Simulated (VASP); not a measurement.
# YbN (F-43m) in VASP: settings compared, part 2 of 2

VASP 6.6.1. The steps go on from the part before.

### Step 3. Single point, PBE+U, collinear spin, ferromagnetic start

File INCAR:

```
SYSTEM = YbN
PREC = Accurate
ENCUT = 520
EDIFF = 1E-7
ISMEAR = 0
SIGMA = 0.05
LREAL = .FALSE.
LASPH = .TRUE.
NELM = 150
ALGO = Normal
ISIF = 2
LWAVE = .FALSE.
LCHARG = .TRUE.
ISPIN = 2
MAGMOM = 1 0
LORBIT = 11
LMAXMIX = 6
LDAU = .TRUE.
LDAUTYPE = 2
LDAUL = 3 -1
LDAUU = 6 0
LDAUJ = 0 0
LDAUPRINT = 1
GGA = PE
LELF = .TRUE.
LVHAR = .TRUE.
NBANDS = 26
```

File KPOINTS:

```
Automatic mesh
0
G
  8 8 8
  0 0 0
```

File POSCAR:

```
YbN
1.0
    0.0000000000      2.5811819695      2.5811819695
    2.5811819695      0.0000000000      2.5811819695
    2.5811819695      2.5811819695      0.0000000000
Yb N
1 1
Direct
    0.0000000000      0.0000000000      0.0000000000
    0.2500000000      0.2500000000      0.2500000000
```

Potentials or basis: VASP PAW PBE potentials, release 64 (Yb, N).

Launch:

```bash
cat potpaw_PBE.64/Yb/POTCAR potpaw_PBE.64/N/POTCAR > POTCAR
mpirun -np 1 vasp_std > vasp.out
```

OUTCAR:

```text
SYSTEM = YbN
   PREC = Accurate
   ENCUT = 520
   EDIFF = 1E-7
   ISMEAR = 0
   LREAL = .FALSE.
   LASPH = .TRUE.
   NELM = 150
   ISIF = 2
   ISPIN = 2
   LORBIT = 11
   GGA = PE

 ion  position               nearest neighbor table
   1  0.000  0.000  0.000-   2 2.24   2 2.24   2 2.24   2 2.24
   2  0.250  0.250  0.250-   1 2.24   1 2.24   1 2.24   1 2.24

  LATTYP: Found a face centered cubic cell.
 ALAT       =     5.1623639390

  Lattice vectors:

 A1 = (   0.0000000000,   2.5811819695,   2.5811819695)
 A2 = (   2.5811819695,   0.0000000000,   2.5811819695)
 A3 = (   2.5811819695,   2.5811819695,   0.0000000000)

Analysis of symmetry for initial positions (statically):
=====================================================================
 Subroutine PRICEL returns:
 Original cell was already a primitive cell.

 Routine SETGRP: Setting up the symmetry group for a
 face centered cubic supercell.

 Subroutine GETGRP returns: Found 24 space group operations
 (whereof 24 operations were pure point group operations)
 out of a pool of 48 trial point group operations.

The static configuration has the point symmetry T_d .

Analysis of symmetry for dynamics (positions and initial velocities):
=====================================================================
 Subroutine PRICEL returns:
 Original cell was already a primitive cell.

 Routine SETGRP: Setting up the symmetry group for a
 face centered cubic supercell.

 Subroutine GETGRP returns: Found 24 space group operations
 (whereof 24 operations were pure point group operations)
 out of a pool of 48 trial point group operations.
[... 195 lines left out ...]
  o =  1.0020  v =  0.0000  0.0000  0.0000 -0.0000 -0.7902  0.0305 -0.6121  0.0000  0.0000  0.0000  0.0000  0.0000  0.0000  0.0000      0.0000  0.0000  0.0000  0.0000  0.0000  0.0000  0.0000  0.0000  0.0000  0.0000  0.0000  0.0000  0.0000  0.0000
  o =  1.0020  v =  0.6124 -0.0000 -0.7906 -0.0000 -0.0000  0.0000 -0.0000  0.0000  0.0000  0.0000  0.0000  0.0000  0.0000  0.0000      0.0000  0.0000  0.0000  0.0000  0.0000  0.0000  0.0000  0.0000  0.0000  0.0000  0.0000  0.0000  0.0000  0.0000

 number of electron      29.0000007 magnetization       1.0001268

 Free energy of the ion-electron system (eV)
  ---------------------------------------------------
  ext. energy  EPLUGINS =         0.00000000
  ---------------------------------------------------
  free energy    TOTEN  =       -12.09833665 eV

  energy without entropy =      -12.09479690  energy(sigma->0) =      -12.09656678

 E-fermi :   1.0932     XC(G=0): -10.6723

 val. band max:        1.0907264788   @ k =   0.2500   0.2500   0.0000
 cond. band min:       1.0950222618   @ k =   0.3750   0.2500   0.1250
 fundamental gap:      0.0042957830
 Fermi energy:         1.0931922918

 spin component 1

 k-point     1 :       0.0000    0.0000    0.0000
  band No.  band energies     occupation
      1     -48.5264      1.00000
      2     -20.6226      1.00000
      3     -20.6226      1.00000
      4     -20.6226      1.00000
      5     -11.7525      1.00000
      6      -1.2694      1.00000
[... 1385 lines left out ...]
     25      20.1976      0.00000
     26      22.1925      0.00000

 [... further k-points ...]

------------------------ aborting loop because EDIFF is reached ----------------------------------------

  FORCE on cell =-STRESS in cart. coord.  units (eV):
  Direction    XX          YY          ZZ          XY          YZ          ZX
  --------------------------------------------------------------------------------------
  -------------------------------------------------------------------------------------
  Total        0.4245228      0.4245228      0.4245228      0.0000000      0.0000000      0.0000000
  in kB       19.7754220     19.7754220     19.7754220      0.0000000      0.0000000      0.0000000
  external PRESSURE =      19.7754220 kB  Pullay stress =       0.0000000 kB

 VOLUME and BASIS-vectors are now :
 -----------------------------------------------------------------------------
  energy-cutoff  :      520.00
  volume of cell :       34.39
      direct lattice vectors                 reciprocal lattice vectors
     0.000000000  2.581181969  2.581181969    -0.193709706  0.193709706  0.193709706
     2.581181969  0.000000000  2.581181969     0.193709706 -0.193709706  0.193709706
     2.581181969  2.581181969  0.000000000     0.193709706  0.193709706 -0.193709706

 POSITION                                       TOTAL-FORCE (eV/Angst)
 -----------------------------------------------------------------------------------
      0.00000      0.00000      0.00000        -0.000000      0.000000      0.000000
      1.29059      1.29059      1.29059         0.000000     -0.000000     -0.000000
 -----------------------------------------------------------------------------------
    total drift:                               -0.000000     -0.000000     -0.000000

  FREE ENERGIE OF THE ION-ELECTRON SYSTEM (eV)
  ---------------------------------------------------
  free  energy   TOTEN  =       -12.0983366514 eV

  energy  without entropy=      -12.0947969031  energy(sigma->0) =      -12.09656678

 total charge

# of ion       s       p       d       f       tot
--------------------------------------------------
    1        2.173   6.115   0.629  13.478  22.395
    2        1.272   2.392   0.000   0.000   3.664
--------------------------------------------------
tot          3.445   8.507   0.629  13.478  26.059

 magnetization (x)

# of ion       s       p       d       f       tot
--------------------------------------------------
    1        0.001   0.025   0.019   0.515   0.560
    2        0.008   0.322   0.000   0.000   0.330
--------------------------------------------------
tot          0.009   0.347   0.019   0.515   0.890
```

OSZICAR:

```text
N       E                     dE             d eps       ncg     rms          rms(c)
DAV:   1     0.179915283120E+03    0.17992E+03   -0.10047E+04  4348   0.810E+03
DAV:   2     0.114034827160E+02   -0.16851E+03   -0.15244E+03  4024   0.792E+02
DAV:   3    -0.116966145405E+02   -0.23100E+02   -0.22361E+02  3718   0.135E+02
[... 14 lines left out ...]
DAV:  18    -0.120983256203E+02   -0.66598E-04   -0.42676E-04  5444   0.784E-01    0.741E-02
DAV:  19    -0.120983328648E+02   -0.72445E-05   -0.33295E-05  5942   0.139E-01    0.314E-02
DAV:  20    -0.120983343174E+02   -0.14526E-05   -0.54328E-06  5180   0.242E-02    0.649E-02
DAV:  21    -0.120983363133E+02   -0.19958E-05   -0.67094E-06  4740   0.323E-01    0.128E-02
DAV:  22    -0.120983366056E+02   -0.29231E-06   -0.85883E-07  4858   0.958E-02    0.919E-03
DAV:  23    -0.120983366514E+02   -0.45758E-07   -0.11372E-07  2114   0.113E-02
   1 F= -.12098337E+02 E0= -.12096567E+02  d E =-.353975E-02  mag=     1.0000
```

stdout:

```text
POSCAR found type information on POSCAR YbN
 POSCAR found :  2 types and       2 ions
 scaLAPACK will be used
 LDA part: xc-table for (Slater+PW92), standard interpolation
 POSCAR, INCAR and KPOINTS ok, starting setup
 FFT: planning ... GRIDC
 FFT: planning ... GRID_SOFT
 FFT: planning ... GRID
 WAVECAR not read
 entering main loop
```

Wall time 60 s (1 thread of Intel Xeon 6975P-C (Granite Rapids), shared host); peak memory 0.21 GiB.

Results:

| Property | Result |
| --- | --- |
| Free energy | -12.0983 eV |
| Pressure | 2.0 GPa |
| Band gap on the k mesh | zero (filled and empty bands overlap) |
| Net moment | 1.00 μB per cell |
| Site moments | Yb +0.56; N +0.33 μB |
| Valence electrons inside the program's atomic spheres | Yb 22.39; N 3.66 |

Eigenvalues of the final occupation matrices:
```
    site  spin  trace                         eigenvalues
site 1 f     1   7.00  1.00 1.00 1.00 1.00 1.00 1.00 1.00
site 1 f     2   6.49  0.84 0.84 0.84 0.99 0.99 0.99 0.99
```

Caveat: spin-orbit coupling is left out, which moves the levels of the heavy elements.

### Step 4. Single point, PBE+U, collinear spin, ferromagnetic start

File INCAR:

```
SYSTEM = YbN
ALGO     = Normal         ! electronic algorithm
EDIFF    = 1E-6           ! SCF threshold, eV
ENCUT    = 520            ! plane-wave cutoff, eV
GGA      = PE             ! functional
ISIF     = 2              ! what is computed and relaxed
ISMEAR   = 0              ! smearing method
ISPIN    = 2              ! spin polarisation
LASPH    = .TRUE.         ! aspherical terms in the spheres
LCHARG   = .FALSE.        ! write CHGCAR
LDAU     = .TRUE.         ! DFT+U
LDAUJ    = 0 0          
LDAUL    = 3 -1           ! shell
LDAUPRINT= 1            
LDAUTYPE = 2            
LDAUU    = 6 0            ! U, eV
LMAXMIX  = 6              ! l up to which the mixer works
LORBIT   = 11             ! projections on sites
LREAL    = .FALSE.        ! projectors in reciprocal space
LWAVE    = .FALSE.        ! write WAVECAR
MAGMOM   = 1 0            ! initial moments
NBANDS   = 26             ! bands
NELM     = 150            ! most SCF steps
PREC     = Accurate       ! precision mode
SIGMA    = 0.01           ! smearing width, eV
```

File KPOINTS:

```
k-points
0
G
  8 8 8
  0 0 0
```

POSCAR is that of step 3.

Launch:

```bash
cat potpaw_PBE.64/Yb/POTCAR potpaw_PBE.64/N/POTCAR > POTCAR
mpirun -np 1 vasp_std > vasp.out
```

Wall time 58 s (1 thread of Intel Xeon 6975P-C (Granite Rapids), shared host); peak memory 0.21 GiB.

It converged, with:

```yaml
Free_energy: -12.0966 eV
Pressure: 2.1 GPa
Band_gap_on_the_k_mesh: zero (filled and empty bands overlap)
Net_moment: 1.00 μB per cell
Site_moments: Yb +0.56; N +0.33 μB
Valence_electrons_inside_the_program's_atomic_spheres: Yb 22.39; N 3.66
```

Levels at points of the mesh, in eV from the Fermi level:
Spin up:
```csv
k point,band 12,band 13,band 14,band 15,band 16,band 17,band 18,band 19
"(0.00, 0.00, 0.00)",-1.92,-1.25,-1.25,-1.25,2.32,7.02,7.02,9.87
"(0.50, 0.00, 0.00)",-1.82,-1.57,-0.98,-0.98,5.10,6.99,7.05,7.05
"(0.50, 0.50, 0.00)",-1.74,-1.65,-0.23,-0.23,3.04,5.72,9.02,9.26
```
Spin down:
```csv
k point,band 10,band 11,band 12,band 13,band 14,band 15,band 16,band 17,band 18,band 19
"(0.00, 0.00, 0.00)",-0.84,-0.84,-0.84,-0.33,-0.33,-0.33,2.43,7.07,7.07,10.06
"(0.50, 0.00, 0.00)",-1.27,-0.88,-0.88,-0.33,-0.14,-0.14,5.27,7.04,7.17,7.17
"(0.50, 0.50, 0.00)",-1.35,-0.77,-0.77,-0.43,0.55,0.55,3.02,5.95,9.05,9.34
```

Eigenvalues of the final occupation matrices:
| site | spin | trace | eigenvalues |
| --- | --- | --- | --- |
| site 1 f | 1 | 7.00 | 1.00 1.00 1.00 1.00 1.00 1.00 1.00 |
| site 1 f | 2 | 6.49 | 0.84 0.84 0.84 0.99 0.99 0.99 0.99 |

Caveat: spin-orbit coupling is left out, which moves the levels of the heavy elements.

### Step 5. Single point, PBE+D3(BJ)+U, collinear spin, ferromagnetic start

File INCAR:

```
ALGO = Normal
EDIFF = 1E-6
ENCUT = 520
GGA = PE
ISIF = 2
ISMEAR = 0
ISPIN = 2
IVDW = 12
LASPH = T
LCHARG = F
LDAU = T
LDAUJ = 0 0
LDAUL = 3 -1
LDAUPRINT = 1
LDAUTYPE = 2
LDAUU = 6 0
LMAXMIX = 6
LORBIT = 11
LREAL = F
LWAVE = F
MAGMOM = 1 0
NBANDS = 26
NELM = 150
PREC = Accurate
SIGMA = 0.05
```

File KPOINTS:

```
k-points
0
Gamma
  8 8 8
```

POSCAR is that of step 4.

Launch:

```bash
cat potpaw_PBE.64/Yb/POTCAR potpaw_PBE.64/N/POTCAR > POTCAR
mpirun -np 1 vasp_std > vasp.out
```

It took 56 s on 1 thread of Intel Xeon 6975P-C (Granite Rapids), shared host; peak memory 0.22 GiB.

The run converged. Its results:

```
Free energy                                           : -12.6500 eV
Pressure                                              : -0.9 GPa
Band gap on the k mesh                                : zero (filled and empty bands overlap)
Net moment                                            : 1.00 μB per cell
Site moments                                          : Yb +0.56; N +0.33 μB
Valence electrons inside the program's atomic spheres : Yb 22.40; N 3.66
Dispersion energy per atom                            : -0.276 eV
```

Levels at points of the mesh, in eV from the Fermi level:
Spin up:
```tsv
k point	band 12	band 13	band 14	band 15	band 16	band 17	band 18	band 19
(0.00, 0.00, 0.00)	-1.92	-1.25	-1.25	-1.25	2.33	7.02	7.02	9.87
(0.50, 0.00, 0.00)	-1.82	-1.57	-0.98	-0.98	5.10	6.99	7.05	7.05
(0.50, 0.50, 0.00)	-1.74	-1.65	-0.23	-0.23	3.05	5.72	9.02	9.26
```
Spin down:
```
           k point  band 12  band 13  band 14  band 15  band 16  band 17
(0.00, 0.00, 0.00)    -0.84    -0.33    -0.33    -0.33     2.43     7.07
(0.50, 0.00, 0.00)    -0.87    -0.32    -0.14    -0.14     5.27     7.05
(0.50, 0.50, 0.00)    -0.77    -0.43     0.56     0.56     3.02     5.95
```

Eigenvalues of the final occupation matrices:
```
    site  spin  trace                         eigenvalues
site 1 f     1   7.00  1.00 1.00 1.00 1.00 1.00 1.00 1.00
site 1 f     2   6.49  0.84 0.84 0.84 0.99 0.99 0.99 0.99
```

Caveat: three body term missing; spin-orbit coupling is left out, which moves the levels of the heavy elements.

### Step 6. Summary

| level | smearing | gap on the mesh (eV) | pressure (GPa) | moment (μB) |
| --- | --- | --- | --- | --- |
| PBE+U | gaussian 0.05 eV | none | 2.0 | 1.00 |
| PBE+U | gaussian 0.01 eV | none | 2.1 | 1.00 |
| PBE+D3(BJ)+U | gaussian 0.05 eV | none | -0.9 | 1.00 |

Alike in all rows: task single point; potentials or basis VASP PAW PBE potentials, release 64 (Yb, N); spin collinear, ferromagnetic start; Yb f U = 6.0 eV; cell as given; k mesh 8 × 8 × 8; cutoff (eV) 520.

The pressure there spans -0.9 GPa (PBE+D3(BJ)+U) to 2.1 GPa (PBE+U); a positive pressure means that this level wants a larger cell, a negative one a smaller.

Caveats: spin-orbit coupling is left out, which moves the levels of the heavy elements; three body term missing (at least some runs).

Total energies depend on the potentials used, so only differences within one code and one set of settings carry meaning.
